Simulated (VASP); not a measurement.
Here is a VASP 6.6.1 calculation.

The input POSCAR:

```
InSe2
1.0
    0.0000000000      4.1871067836      4.1871067836
    4.1871067836      0.0000000000      4.1871067836
    4.1871067836      4.1871067836      0.0000000000
In Se
2 4
Direct
    0.0000000000      0.0000000000      0.0000000000
    0.2500000000      0.2500000000      0.2500000000
    0.6250000000      0.6250000000      0.6250000000
    0.1250000000      0.6250000000      0.6250000000
    0.6250000000      0.6250000000      0.1250000000
    0.6250000000      0.1250000000      0.6250000000
```

File INCAR.step1:

```
ALGO = Normal
EDIFF = 1E-4
ENCUT = 520
GGA = PE
ISMEAR = 0
LASPH = True
LCHARG = False
LREAL = False
LWAVE = True
NBANDS = 34
NELM = 100
PREC = Accurate
SIGMA = 0.1
```

File INCAR.step2:

```
ALGO = Normal
EDIFF = 1E-6
ENCUT = 520
ISIF = 2
ISMEAR = 0
ISTART = 1
LASPH = True
LCHARG = True
LELF = True
LMIXTAU = True
LREAL = False
LVHAR = True
LWAVE = False
METAGGA = R2SCAN
NBANDS = 34
NELM = 100
PREC = Accurate
SIGMA = 0.1
```

Contents of KPOINTS:

```
k-points
0
Gamma
  4 4 4
```

Potentials or basis: VASP PAW PBE potentials, release 64 (In_d, Se).

Run with:

```sh
$ cat potpaw_PBE.64/In_d/POTCAR potpaw_PBE.64/Se/POTCAR > POTCAR
$ cp INCAR.step1 INCAR
$ mpirun -np 1 vasp_std > vasp.out
$ cp INCAR.step2 INCAR
$ mpirun -np 1 vasp_std > vasp.out
```

**Question.** What does it give for the band gap on the k mesh?

**Answer.** Zero (band 25 reaches 5.74 eV, above the bottom of band 26 at 4.46 eV).

**Question.** What does it give for the pressure?

**Answer.** 2.5 GPa.

Caveat: the PAW data sets were made with another functional, which shifts forces and pressure a little; spin-orbit coupling is left out, which moves the levels of the heavy elements.
